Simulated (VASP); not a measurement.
# Ir (Fm-3m) in VASP: notebook

Ir is run at these levels: PBE+D3(BJ); tasks: single point, relaxation of cell and atoms.

Everything below comes from runs of VASP 6.6.1. Logs are shortened: lines on timing, memory, paths and dates and some standing lists are left out, and cuts for length are marked.

## Step 1: The cell of the first run

The structure is cubic, space group Fm-3m (No. 225). The conventional cell has a = 3.841 Å, b = 3.841 Å, c = 3.841 Å, α = 90.00°, β = 90.00°, γ = 90.00°. Ir (site symmetry m-3m) has 12 Ir at 2.72 Å within 3.6 Å.

## Step 2: Single point, PBE+D3(BJ)

Contents of INCAR:

```
SYSTEM = Ir
ALGO = Normal
EDIFF = 1E-6
ENCUT = 520
GGA = PE
ISIF = 2
ISMEAR = 0
IVDW = 12
LASPH = .True.
LCHARG = .True.
LELF = .True.
LREAL = .False.
LVHAR = .True.
LWAVE = .False.
NBANDS = 10
NELM = 80
PREC = Accurate
SIGMA = 0.1
```

Contents of KPOINTS:

```
k-points
0
Gamma
  18 18 18
  0 0 0
```

Contents of POSCAR:

```
Ir
1.0
    0.0000000000      1.9202600307      1.9202600307
    1.9202600307      0.0000000000      1.9202600307
    1.9202600307      1.9202600307      0.0000000000
Ir
1
Direct
    0.0000000000      0.0000000000      0.0000000000
```

Potentials or basis: VASP PAW PBE potentials, release 64 (Ir).

The run is started by

```console
> cat potpaw_PBE.64/Ir/POTCAR > POTCAR
> mpirun -np 1 vasp_std > vasp.out
```

OUTCAR:

```text
SYSTEM = Ir
   EDIFF = 1E-6
   ENCUT = 520
   GGA = PE
   ISIF = 2
   ISMEAR = 0
   IVDW = 12
   LASPH = .True.
   LREAL = .False.
   NELM = 80
   PREC = Accurate
 IVDW          = 12

 ion  position               nearest neighbor table
   1  0.000  0.000  0.000-

  LATTYP: Found a face centered cubic cell.
 ALAT       =     3.8405200614

  Lattice vectors:

 A1 = (   0.0000000000,   1.9202600307,   1.9202600307)
 A2 = (   1.9202600307,   0.0000000000,   1.9202600307)
 A3 = (   1.9202600307,   1.9202600307,   0.0000000000)

Analysis of symmetry for initial positions (statically):
=====================================================================
 Subroutine PRICEL returns:
 Original cell was already a primitive cell.

 Routine SETGRP: Setting up the symmetry group for a
 face centered cubic supercell.

 Subroutine GETGRP returns: Found 48 space group operations
 (whereof 48 operations were pure point group operations)
 out of a pool of 48 trial point group operations.

The static configuration has the point symmetry O_h .

Analysis of symmetry for dynamics (positions and initial velocities):
=====================================================================
 Subroutine PRICEL returns:
 Original cell was already a primitive cell.

 Routine SETGRP: Setting up the symmetry group for a
 face centered cubic supercell.

 Subroutine GETGRP returns: Found 48 space group operations
 (whereof 48 operations were pure point group operations)
 out of a pool of 48 trial point group operations.

The dynamic configuration has the point symmetry O_h .

 Subroutine INISYM returns: Found 48 space group operations
 (whereof 48 operations are pure point group operations),
 and found     1 'primitive' translations

----------------------------------------------------------------------------------------

                                     Primitive cell

  volume of cell :      14.1615

  direct lattice vectors                    reciprocal lattice vectors
     0.000000000  1.920260031  1.920260031    -0.260381403  0.260381403  0.260381403
     1.920260031  0.000000000  1.920260031     0.260381403 -0.260381403  0.260381403
     1.920260031  1.920260031  0.000000000     0.260381403  0.260381403 -0.260381403

  length of vectors
     2.715657779  2.715657779  2.715657779     0.450993819  0.450993819  0.450993819

  position of ions in fractional coordinates (direct lattice)
     0.000000000  0.000000000  0.000000000

  ion indices of the primitive-cell ions
   primitive index   ion index
                 1           1

----------------------------------------------------------------------------------------
[... 79 lines left out ...]
   TEBEG  =    0.0;   TEEND  =   0.0 temperature during run
   PSTRESS=    0.0 pullay stress
   NELECT =       9.0000    total number of electrons
   NUPDOWN=      -1.0000    fix difference up-down
   EMIN   =  10.00;   EMAX   =-10.00  energy-range for DOS
   EFERMI =   0.00;   METHOD = LEGACY
   ISMEAR =     0;   SIGMA  =   0.10  broadening in eV -4-tet -1-fermi 0-gaus
   EFERMI_NEDOS =   21; number of points for ismear=-14 and -15
   IALGO  =     38    algorithm
   IMIX   =      4    mixing-type and parameters
     AMIX     =   0.40;   BMIX     =  1.00
     AMIX_MAG =   1.60;   BMIX_MAG =  1.00
  volume/ion in A,a.u.               =      14.16        95.57
  Fermi-wavevector in a.u.,A,eV,Ry     =   1.407513  2.659813 26.954389  1.981092
  Thomas-Fermi vector in A             =   2.529764
   LORBIT       =      0    0 simple, 1 ext, 2 COOP (PROOUT), +10 PAW based schemes
   GGA     = PE    functional components
   LHFCALC =     F    Hartree Fock is set to
   AEXX    =    0.0000 exact exchange contribution
   IVDW    =    12    specifies the selected vdW correction
   LEPSILON=     F    determine dielectric tensor
   LRPA    =     F    only Hartree local field effects (RPA)
 non-spin polarized calculation
 Gauss-broadening in eV      SIGMA  =   0.10
  energy-cutoff  :      520.00
  volume of cell :       14.16
 maximum number of plane-waves:       392
   NGX =  9   NGY =  9   NGZ =  9

 number of electron       9.0000000 magnetization

 Free energy of the ion-electron system (eV)
  ---------------------------------------------------
  ext. energy  EPLUGINS =         0.00000000
  ---------------------------------------------------
  free energy    TOTEN  =        -8.84361181 eV

  energy without entropy =       -8.83849434  energy(sigma->0) =       -8.84105308

 E-fermi :  10.4241     XC(G=0): -13.9820

 val. band max:       10.4195927801   @ k =   0.5000   0.2222   0.1111
 cond. band min:      10.4300830267   @ k =   0.3333   0.1111   0.0556
 fundamental gap:      0.0104902466
 Fermi energy:        10.4241336302

 k-point     1 :       0.0000    0.0000    0.0000
  band No.  band energies     occupation
      1      -0.7199      2.00000
      2       6.5095      2.00000
      3       6.5095      2.00000
      4       6.5095      2.00000
      5       9.1942      2.00000
      6       9.1942      2.00000
      7      24.7159      0.00000
      8      30.2966      0.00000
      9      30.2966      0.00000
     10      30.2966      0.00000
[... 287 lines left out ...]
 k-point    24 :      -0.2222    0.0556    0.0000
  band No.  band energies     occupation
      1       1.4932      2.00000
      2       5.8446      2.00000
      3       6.9647      2.00000
      4       7.0566      2.00000
      5       8.9063      2.00000
      6       9.7651      2.00000
      7      24.5530      0.00000
      8      27.3418      0.00000
      9      32.4411      0.00000
     10      33.6699      0.00000

 [... further k-points ...]

------------------------ aborting loop because EDIFF is reached ----------------------------------------

 Edisp (eV)   -0.73433

 E8    (eV) :    -0.3425

  FORCE on cell =-STRESS in cart. coord.  units (eV):
  Direction    XX          YY          ZZ          XY          YZ          ZX
  --------------------------------------------------------------------------------------
  -------------------------------------------------------------------------------------
  Total       0.05393     0.05393     0.05393     0.00000     0.00000     0.00000
  in kB       6.10161     6.10161     6.10161     0.00000     0.00000     0.00000
  external pressure =        6.10 kB  Pullay stress =        0.00 kB

 VOLUME and BASIS-vectors are now :
 -----------------------------------------------------------------------------
  energy-cutoff  :      520.00
  volume of cell :       14.16
      direct lattice vectors                 reciprocal lattice vectors
     0.000000000  1.920260031  1.920260031    -0.260381403  0.260381403  0.260381403
     1.920260031  0.000000000  1.920260031     0.260381403 -0.260381403  0.260381403
     1.920260031  1.920260031  0.000000000     0.260381403  0.260381403 -0.260381403

 POSITION                                       TOTAL-FORCE (eV/Angst)
 -----------------------------------------------------------------------------------
      0.00000      0.00000      0.00000         0.000000      0.000000      0.000000
 -----------------------------------------------------------------------------------
    total drift:                               -0.000000     -0.000000     -0.000000

  FREE ENERGIE OF THE ION-ELECTRON SYSTEM (eV)
  ---------------------------------------------------
  free  energy   TOTEN  =        -9.5779369831 eV

  energy  without entropy=       -9.5728195107  energy(sigma->0) =       -9.57537825
```

It took 10 s on 1 thread of AMD EPYC 9R45 (Zen 5), shared host; peak memory 0.13 GiB.

What came out:

```yaml
Free_energy: -9.5779 eV
Pressure: 0.6 GPa
Dispersion_energy_per_atom: -0.734 eV
```

Caveat: spin-orbit coupling is left out, which moves the levels of the heavy elements; pairwise dispersion overbinds metals, which lowers pressure and volume.

## Step 3: Relaxation of cell and atoms, PBE+D3(BJ)

Contents of INCAR:

```
SYSTEM = Ir
ALGO = Fast
EDIFF = 1E-7
EDIFFG = -0.005
ENCUT = 600
GGA = PE
IBRION = 2
ISIF = 3
ISMEAR = 0
IVDW = 12
LASPH = .TRUE.
LCHARG = .FALSE.
LREAL = .FALSE.
LWAVE = .FALSE.
NELM = 60
NSW = 100
PREC = Accurate
SIGMA = 0.1
```

Contents of KPOINTS:

```
k-points
0
G
  18 18 18
  0 0 0
```

Contents of POSCAR:

```
Ir
1.0
    0.0000000000      1.9197000000      1.9197000000
    1.9197000000      0.0000000000      1.9197000000
    1.9197000000      1.9197000000      0.0000000000
Ir
1
Direct
    0.0000000000      0.0000000000      0.0000000000
```

Potentials or basis: VASP PAW PBE potentials, release 64 (Ir).

The run is started by

```console
> cat potpaw_PBE.64/Ir/POTCAR > POTCAR
> mpirun -np 1 vasp_std > vasp.out
```

Wall time 44 s (1 thread of AMD EPYC 9R45 (Zen 5), shared host); peak memory 0.15 GiB.

The run converged. Its results:

```yaml
Free_energy: -9.5782 eV
Relaxed_volume: 14.19 Å³/atom
Relaxed_cell: a = 2.717 Å, b = 2.717 Å, c = 2.717 Å, α = 60.00°, β = 60.00°, γ = 60.00°
Space_group_after_relaxing_to_0.05_Å: Fm-3m (No. 225)
Energy_gained_by_relaxing: 0.1 meV/atom
Ionic_steps: 3
Pressure_after_relaxing: 0.0 GPa
Dispersion_energy_per_atom: -0.733 eV
```

Step by step:
| step | energy change (eV) | largest force (eV/Å) | pressure (GPa) | volume (Å³) |
| --- | --- | --- | --- | --- |
| 1 | 0.0000 | 0.0000 | 1.02 | 14.15 |
| 2 | 0.0017 | 0.0000 | -3.81 | 14.34 |
| 3 | -0.0001 | 0.0000 | 0.03 | 14.19 |

Final structure:
```
CELL_PARAMETERS angstrom
0.00000 1.92144 1.92144
1.92144 0.00000 1.92144
1.92144 1.92144 0.00000
ATOMIC_POSITIONS crystal
Ir 0.00000 0.00000 0.00000
```

Levels at points of the mesh, in eV from the Fermi level:
```
           k point  band 1  band 2  band 3  band 4  band 5  band 6  band 7  band 8
(0.00, 0.00, 0.00)  -11.12   -3.90   -3.90   -3.90   -1.23   -1.23   14.30   19.87
(0.50, 0.00, 0.00)   -8.10   -4.01   -4.01   -0.79    0.86    0.86    7.20   13.84
(0.50, 0.50, 0.00)   -7.91   -7.34    0.83    1.43    1.43    1.67   10.44   11.66
```

Caveat: spin-orbit coupling is left out, which moves the levels of the heavy elements; pairwise dispersion overbinds metals, which lowers pressure and volume.

## Step 4: Single point, PBE+D3(BJ)

Contents of INCAR:

```
SYSTEM = Ir
PREC     = Accurate       ! precision mode
ENCUT    = 500            ! plane-wave cutoff, eV
EDIFF    = 1E-6           ! SCF threshold, eV
ISMEAR   = 0              ! smearing method
SIGMA    = 0.1            ! smearing width, eV
LREAL    = .FALSE.        ! projectors in reciprocal space
LASPH    = .TRUE.         ! aspherical terms in the spheres
NELM     = 120            ! most SCF steps
ALGO     = Normal         ! electronic algorithm
ISIF     = 2              ! what is computed and relaxed
LWAVE    = .FALSE.        ! write WAVECAR
LCHARG   = .FALSE.        ! write CHGCAR
GGA      = PE             ! functional
IVDW     = 12             ! dispersion correction
NBANDS   = 10             ! bands
GGA_COMPAT= .FALSE.
```

Contents of KPOINTS:

```
Automatic mesh
0
G
  8 8 8
  0 0 0
```

POSCAR is that of step 3.

Potentials or basis: VASP PAW PBE potentials, release 64 (Ir).

The run is started by

```console
> cat potpaw_PBE.64/Ir/POTCAR > POTCAR
> mpirun -np 1 vasp_std > vasp.out
```

OUTCAR:

```text
SYSTEM = Ir
   PREC = Accurate
   ENCUT = 500
   EDIFF = 1E-6
   ISMEAR = 0
   LREAL = .FALSE.
   LASPH = .TRUE.
   NELM = 120
   ISIF = 2
   GGA = PE
   IVDW = 12
 IVDW          = 12

 ion  position               nearest neighbor table
   1  0.000  0.000  0.000-

  LATTYP: Found a face centered cubic cell.
 ALAT       =     3.8394000000

  Lattice vectors:

 A1 = (   0.0000000000,   1.9197000000,   1.9197000000)
 A2 = (   1.9197000000,   0.0000000000,   1.9197000000)
 A3 = (   1.9197000000,   1.9197000000,   0.0000000000)

Analysis of symmetry for initial positions (statically):
=====================================================================
 Subroutine PRICEL returns:
 Original cell was already a primitive cell.

 Routine SETGRP: Setting up the symmetry group for a
 face centered cubic supercell.

 Subroutine GETGRP returns: Found 48 space group operations
 (whereof 48 operations were pure point group operations)
 out of a pool of 48 trial point group operations.

The static configuration has the point symmetry O_h .

Analysis of symmetry for dynamics (positions and initial velocities):
=====================================================================
[... 166 lines left out ...]
      2       6.5194      2.00000
      3       6.5194      2.00000
      4       6.5194      2.00000
      5       9.2192      2.00000
      6       9.2192      2.00000
      7      24.7136      0.00000
      8      30.3221      0.00000
      9      30.3221      0.00000
     10      30.3221      0.00000
[... 287 lines left out ...]
 k-point    24 :      -0.3750    0.2500    0.1250
  band No.  band energies     occupation
      1       3.7797      2.00000
      2       5.1760      2.00000
      3       6.7950      2.00000
      4       7.8289      2.00000
      5      10.9861      0.00000
      6      15.5779      0.00000
      7      17.0783      0.00000
      8      26.1495      0.00000
      9      26.3016      0.00000
     10      30.2215      0.00000

 [... further k-points ...]

------------------------ aborting loop because EDIFF is reached ----------------------------------------

 Edisp (eV)   -0.73499

 E8    (eV) :    -0.3428

  FORCE on cell =-STRESS in cart. coord.  units (eV):
  Direction    XX          YY          ZZ          XY          YZ          ZX
  --------------------------------------------------------------------------------------
  -------------------------------------------------------------------------------------
  Total       0.20764     0.20764     0.20764     0.00000     0.00000     0.00000
  in kB      23.51167    23.51167    23.51167     0.00000     0.00000     0.00000
  external pressure =       23.51 kB  Pullay stress =        0.00 kB

 VOLUME and BASIS-vectors are now :
 -----------------------------------------------------------------------------
  energy-cutoff  :      500.00
  volume of cell :       14.15
      direct lattice vectors                 reciprocal lattice vectors
     0.000000000  1.919700000  1.919700000    -0.260457363  0.260457363  0.260457363
     1.919700000  0.000000000  1.919700000     0.260457363 -0.260457363  0.260457363
     1.919700000  1.919700000  0.000000000     0.260457363  0.260457363 -0.260457363

 POSITION                                       TOTAL-FORCE (eV/Angst)
 -----------------------------------------------------------------------------------
      0.00000      0.00000      0.00000         0.000000      0.000000      0.000000
 -----------------------------------------------------------------------------------
    total drift:                                0.000000      0.000000      0.000000

  FREE ENERGIE OF THE ION-ELECTRON SYSTEM (eV)
  ---------------------------------------------------
  free  energy   TOTEN  =        -9.5026066400 eV

  energy  without entropy=       -9.4940430309  energy(sigma->0) =       -9.49832484
```

OSZICAR:

```text
N       E                     dE             d eps       ncg     rms          rms(c)
DAV:   1     0.455575730313E+02    0.45558E+02   -0.42942E+03   580   0.787E+02
DAV:   2    -0.847705718921E+01   -0.54035E+02   -0.51134E+02   590   0.192E+02
DAV:   3    -0.931248714837E+01   -0.83543E+00   -0.83370E+00   674   0.287E+01
DAV:   4    -0.932016884100E+01   -0.76817E-02   -0.76804E-02   650   0.264E+00
DAV:   5    -0.932031321753E+01   -0.14438E-03   -0.14437E-03   674   0.348E-01    0.154E+01
DAV:   6    -0.885939579896E+01    0.46092E+00   -0.78328E-01   640   0.109E+01    0.644E+00
DAV:   7    -0.877364058234E+01    0.85755E-01   -0.25785E-01   680   0.575E+00    0.154E+00
DAV:   8    -0.876933538512E+01    0.43052E-02   -0.24833E-03   638   0.575E-01    0.788E-01
DAV:   9    -0.876760538405E+01    0.17300E-02   -0.14139E-03   654   0.522E-01    0.150E-02
DAV:  10    -0.876761359462E+01   -0.82106E-05   -0.77370E-06   774   0.249E-02    0.208E-02
DAV:  11    -0.876761308063E+01    0.51399E-06   -0.45958E-07   354   0.935E-03
   1 F= -.95026066E+01 E0= -.94983248E+01  d E =-.856361E-02
```

Run time: 2.1 s. Hardware: 1 thread of Intel Xeon 6975P-C (Granite Rapids), shared host; peak memory 0.14 GiB.

Results:

```
Free energy                : -9.5026 eV
Pressure                   : 2.4 GPa
Dispersion energy per atom : -0.735 eV
```

Caveat: spin-orbit coupling is left out, which moves the levels of the heavy elements; pairwise dispersion overbinds metals, which lowers pressure and volume.

## Step 5: Overview

| task | cell | k mesh | cutoff (eV) | gap on the mesh (eV) | pressure (GPa) |
| --- | --- | --- | --- | --- | --- |
| single point | a = 2.716 Å, angles 60.0°, 1 atom | 18 × 18 × 18 | 520 | none | 0.6 |
| relaxation of cell and atoms | relaxed from a = 2.715 Å, angles 60.0°, 1 atom | 18 × 18 × 18 | 600 | none | 0.0 |
| single point | a = 2.715 Å, angles 60.0°, 1 atom | 8 × 8 × 8 | 500 | none | 2.4 |

Alike in all rows: level PBE+D3(BJ); potentials or basis VASP PAW PBE potentials, release 64 (Ir); no spin polarisation; smearing gaussian 0.1 eV.

Caveats: spin-orbit coupling is left out, which moves the levels of the heavy elements; pairwise dispersion overbinds metals, which lowers pressure and volume.

Total energies depend on the potentials used, so only differences within one code and one set of settings carry meaning.
